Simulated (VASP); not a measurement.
# C (I4/mmm) in VASP: a series of runs, part 2 of 2

VASP 6.6.1.

## 5. Single point, LDA (strain +0.000 along x and y, +0.030 along z)

The input, INCAR:

```
SYSTEM = C
PREC = Accurate
ENCUT = 520
EDIFF = 1E-7
ISMEAR = 0
SIGMA = 0.05
LREAL = .FALSE.
LASPH = .TRUE.
NELM = 60
ALGO = Normal
ISIF = 2
LWAVE = .FALSE.
LCHARG = .FALSE.
GGA = CA
NBANDS = 26
```

The input, KPOINTS:

```
Automatic mesh
0
G
  8 8 8
  0 0 0
```

The input, POSCAR:

```
C
1.0
   -2.4103982985      2.4103982985      2.4827102475
    2.4103982985     -2.4103982985      2.4827102475
    2.4103982985      2.4103982985     -2.4827102475
C
8
Direct
    0.3254710859      0.0000000000      0.0000000000
    0.6745289141      0.6745289141      0.6745289141
    0.0000000000      0.3254710859      0.0000000000
    0.0000000000      0.0000000000      0.3254710859
    0.0000000000      0.6745289141      0.0000000000
    0.3254710859      0.3254710859      0.3254710859
    0.6745289141      0.0000000000      0.0000000000
    0.0000000000      0.0000000000      0.6745289141
```

Potentials or basis: VASP PAW LDA potentials, release 64 (C).

On the command line:

```
cat potpaw_LDA.64/C/POTCAR > POTCAR
mpirun -np 1 vasp_std > vasp.out
```

OUTCAR:

```text
SYSTEM = C
   PREC = Accurate
   ENCUT = 520
   EDIFF = 1E-7
   ISMEAR = 0
   LREAL = .FALSE.
   LASPH = .TRUE.
   NELM = 60
   ISIF = 2
   GGA = CA

 ion  position               nearest neighbor table
   1  0.325  0.000  0.000-   7 1.47   6 1.57   8 1.57   5 1.62
   2  0.675  0.675  0.675-   6 1.47   5 1.57   7 1.57   8 1.62
   3  0.000  0.325  0.000-   5 1.47   6 1.57   8 1.57   7 1.62
   4  0.000  0.000  0.325-   8 1.47   7 1.57   5 1.57   6 1.62
   5  0.000  0.675  0.000-   3 1.47   2 1.57   4 1.57   1 1.62
   6  0.325  0.325  0.325-   2 1.47   1 1.57   3 1.57   4 1.62
   7  0.675  0.000  0.000-   1 1.47   2 1.57   4 1.57   3 1.62
   8  0.000  0.000  0.675-   4 1.47   3 1.57   1 1.57   2 1.62

  LATTYP: Found a body centered tetragonal cell.
 ALAT       =     4.8207965970
 C/A-ratio  =     1.0300000000

  Lattice vectors:

 A1 = (  -2.4103982985,   2.4103982985,   2.4827102475)
 A2 = (   2.4103982985,  -2.4103982985,   2.4827102475)
 A3 = (   2.4103982985,   2.4103982985,  -2.4827102475)

Analysis of symmetry for initial positions (statically):
=====================================================================
 Subroutine PRICEL returns:
 Original cell was already a primitive cell.

 Routine SETGRP: Setting up the symmetry group for a
 body centered tetragonal supercell.

 Subroutine GETGRP returns: Found 16 space group operations
 (whereof 16 operations were pure point group operations)
 out of a pool of 16 trial point group operations.

The static configuration has the point symmetry D_4h.

Analysis of symmetry for dynamics (positions and initial velocities):
=====================================================================
 Subroutine PRICEL returns:
 Original cell was already a primitive cell.

 Routine SETGRP: Setting up the symmetry group for a
 body centered tetragonal supercell.

 Subroutine GETGRP returns: Found 16 space group operations
 (whereof 16 operations were pure point group operations)
 out of a pool of 16 trial point group operations.

The dynamic configuration has the point symmetry D_4h.

 Subroutine INISYM returns: Found 16 space group operations
 (whereof 16 operations are pure point group operations),
 and found     1 'primitive' translations

----------------------------------------------------------------------------------------

                                     Primitive cell

  volume of cell :      57.6984

  direct lattice vectors                    reciprocal lattice vectors
    -2.410398299  2.410398299  2.482710248     0.000000000  0.207434597  0.201392813
     2.410398299 -2.410398299  2.482710248     0.207434597  0.000000000  0.201392813
     2.410398299  2.410398299 -2.482710248     0.207434597  0.207434597  0.000000000

  length of vectors
     4.217094982  4.217094982  4.217094982     0.289116200  0.289116200  0.293356821

  position of ions in fractional coordinates (direct lattice)
     0.325471086  1.000000000  0.000000000
     0.674528914  0.674528914  0.674528914
     1.000000000  0.325471086  0.000000000
     0.000000000  0.000000000  0.325471086
     1.000000000  0.674528914  0.000000000
     0.325471086  0.325471086  0.325471086
     0.674528914  1.000000000  0.000000000
     0.000000000  0.000000000  0.674528914

  ion indices of the primitive-cell ions
   primitive index   ion index
                 1           1
                 2           2
[... 35 lines left out ...]
  0.000000  0.000000  0.000000      1.000000
  0.125000  0.000000  0.000000      8.000000
  0.250000  0.000000  0.000000      8.000000
  0.375000 -0.000000  0.000000      8.000000
  0.500000  0.000000  0.000000      4.000000
  0.125000  0.125000  0.000000      8.000000
[... 16 lines left out ...]
  0.250000  0.125000  0.125000     16.000000
  0.375000  0.125000  0.125000      8.000000
 [... further k-points ...]
   k-points           NKPTS =     59   k-points in BZ     NKDIM =     59   number of bands    NBANDS=     26
   number of dos      NEDOS =    301   number of ions     NIONS =      8
   total plane-waves  NPLWV =  32768
   dimension x,y,z NGX =    32 NGY =   32 NGZ =   32
   dimension x,y,z NGXF=    64 NGYF=   64 NGZF=   64
   ions per type =               8
   NGX,Y,Z   is equivalent  to a cutoff of  12.62, 12.62, 12.62 a.u.
   NGXF,Y,Z  is equivalent  to a cutoff of  25.23, 25.23, 25.23 a.u.
 SYSTEM =  C
   PREC   = accura    normal or accurate (medium, high low for compatibility)
   ISTART =      0    job   : 0-new  1-cont  2-samecut
   ICHARG =      2    charge: 1-file 2-atom 10-const
   ISPIN  =      1    spin polarized calculation?
   LNONCOLLINEAR =      F non collinear calculations
   LSORBIT =      F    spin-orbit coupling
   LASPH  =      T    aspherical Exc in radial PAW
   ENCUT  =  520.0 eV  38.22 Ry    6.18 a.u.   7.84  7.84  7.84*2*pi/ulx,y,z
   NELM   =     60;   NELMIN=  2; NELMDL= -5     # of ELM steps
   EDIFF  = 0.1E-06   stopping-criterion for ELM
   LREAL  =      F    real-space projection
   EDIFFG = 0.1E-05   stopping-criterion for IOM
   NSW    =      0    number of steps for IOM
   IBRION =     -1    ionic relax: 0-MD 1-quasi-New 2-CG
   NFREE  =      0    steps in history (QN), initial steepest desc. (CG)
   ISIF   =      2    stress and relaxation
   ISYM   =      2    0-nonsym 1-usesym 2-fastsym
   POTIM  = 0.5000    time-step for ionic-motion
   TEBEG  =    0.0;   TEEND  =   0.0 temperature during run
   PSTRESS=    0.0 pullay stress
   NELECT =      32.0000    total number of electrons
   NUPDOWN=      -1.0000    fix difference up-down
   EMIN   =  10.00;   EMAX   =-10.00  energy-range for DOS
   EFERMI =   0.00;   METHOD = LEGACY
   ISMEAR =     0;   SIGMA  =   0.05  broadening in eV -4-tet -1-fermi 0-gaus
   EFERMI_NEDOS =   21; number of points for ismear=-14 and -15
   IALGO  =     38    algorithm
   IMIX   =      4    mixing-type and parameters
     AMIX     =   0.40;   BMIX     =  1.00
     AMIX_MAG =   1.60;   BMIX_MAG =  1.00
  volume/ion in A,a.u.               =       7.21        48.67
  Fermi-wavevector in a.u.,A,eV,Ry     =   1.345045  2.541767 24.614941  1.809147
  Thomas-Fermi vector in A             =   2.472990
   LORBIT       =      0    0 simple, 1 ext, 2 COOP (PROOUT), +10 PAW based schemes
   GGA     = CA    functional components
   LHFCALC =     F    Hartree Fock is set to
   AEXX    =    0.0000 exact exchange contribution
   IVDW    =     0    specifies the selected vdW correction
   LEPSILON=     F    determine dielectric tensor
   LRPA    =     F    only Hartree local field effects (RPA)
 non-spin polarized calculation
 Gauss-broadening in eV      SIGMA  =   0.05
  energy-cutoff  :      520.00
  volume of cell :       57.70
 maximum number of plane-waves:      1568
   NGX = 15   NGY = 15   NGZ = 15

 number of electron      32.0000000 magnetization

 Free energy of the ion-electron system (eV)
  ---------------------------------------------------
  ext. energy  EPLUGINS =         0.00000000
  ---------------------------------------------------
  free energy    TOTEN  =       -75.18325725 eV

  energy without entropy =      -75.18325725  energy(sigma->0) =      -75.18325725

 E-fermi :   6.8753     XC(G=0): -11.8802

 val. band max:        6.6373989370   @ k =   0.5000   0.5000   0.5000
 cond. band min:       9.2311849590   @ k =  -0.1250  -0.1250   0.1250
 fundamental gap:      2.5937860220
 Fermi energy:         6.8753232031

 k-point     1 :       0.0000    0.0000    0.0000
  band No.  band energies     occupation
      1     -14.1286      2.00000
      2      -6.4461      2.00000
      3      -5.8784      2.00000
      4      -5.8784      2.00000
      5      -5.2415      2.00000
      6      -5.2415      2.00000
[... 685 lines left out ...]
     25      18.1693      0.00000
     26      18.1782      0.00000

 [... further k-points ...]
[... 5 lines left out ...]
  --------------------------------------------------------------------------------------
  -------------------------------------------------------------------------------------
  Total       -1.0937841     -1.0937841     -6.7948314      0.0000000      0.0000000      0.0000000
  in kB      -30.3723590    -30.3723590   -188.6798901      0.0000000      0.0000000      0.0000000
  external PRESSURE =     -83.1415360 kB  Pullay stress =       0.0000000 kB

 VOLUME and BASIS-vectors are now :
 -----------------------------------------------------------------------------
  energy-cutoff  :      520.00
  volume of cell :       57.70
      direct lattice vectors                 reciprocal lattice vectors
    -2.410398299  2.410398299  2.482710248     0.000000000  0.207434597  0.201392813
     2.410398299 -2.410398299  2.482710248     0.207434597  0.000000000  0.201392813
     2.410398299  2.410398299 -2.482710248     0.207434597  0.207434597  0.000000000

 POSITION                                       TOTAL-FORCE (eV/Angst)
 -----------------------------------------------------------------------------------
     -0.78451      0.78451      0.80805        -0.182327      0.182327     -0.454375
      1.62588      1.62588      1.67466        -0.182327     -0.182327      0.454375
      0.78451     -0.78451      0.80805         0.182327     -0.182327     -0.454375
      0.78451      0.78451     -0.80805         0.182327      0.182327      0.454375
      1.62588     -1.62588      1.67466        -0.182327      0.182327      0.454375
      0.78451      0.78451      0.80805         0.182327      0.182327     -0.454375
     -1.62588      1.62588      1.67466         0.182327     -0.182327      0.454375
      1.62588      1.62588     -1.67466        -0.182327     -0.182327     -0.454375
 -----------------------------------------------------------------------------------
    total drift:                                0.000000      0.000000     -0.000000

  FREE ENERGIE OF THE ION-ELECTRON SYSTEM (eV)
  ---------------------------------------------------
  free  energy   TOTEN  =       -75.1832572488 eV

  energy  without entropy=      -75.1832572488  energy(sigma->0) =      -75.18325725
```

It took 52 s on 1 thread of Intel Xeon 6975P-C, shared host; peak memory 0.18 GiB.

Results:

| Quantity | Value |
| --- | --- |
| Free energy | -75.1833 eV |
| Pressure | -8.3 GPa |
| Largest force | 0.522 eV/Å |
| Band gap on the k mesh | 2.59 eV, indirect (least direct gap 3.28 eV) |

Forces on the atoms (eV/Å):
```
C   -0.182  0.182 -0.454
C   -0.182 -0.182  0.454
C    0.182 -0.182 -0.454
C    0.182  0.182  0.454
C   -0.182  0.182  0.454
C    0.182  0.182 -0.454
C    0.182 -0.182  0.454
C   -0.182 -0.182 -0.454
```

Caveat: the cell differs from its parent crystal (strain +0.000 along x and y, +0.030 along z).

## 6. Summary

```tsv
cell	gap on the mesh (eV)	pressure (GPa)	largest force (eV/Å)
a = 4.154 Å, angles 110.3, 110.3, 107.8°, 8 atoms	2.62	6.8	0.65
a = 4.196 Å, angles 109.9, 109.9, 108.7°, 8 atoms	2.91	-3.9	0.28
a = 4.196 Å, angles 108.7, 108.7, 111.1°, 8 atoms	2.68	-3.6	0.62
a = 4.217 Å, angles 110.3, 110.3, 107.9°, 8 atoms	2.59	-8.3	0.52
```

Alike in all rows: task single point; level LDA; potentials or basis VASP PAW LDA potentials, release 64 (C); no spin polarisation; k mesh 8 × 8 × 8; cutoff (eV) 520; smearing gaussian 0.05 eV.

Total energies depend on the potentials used, so only differences within one code and one set of settings carry meaning.
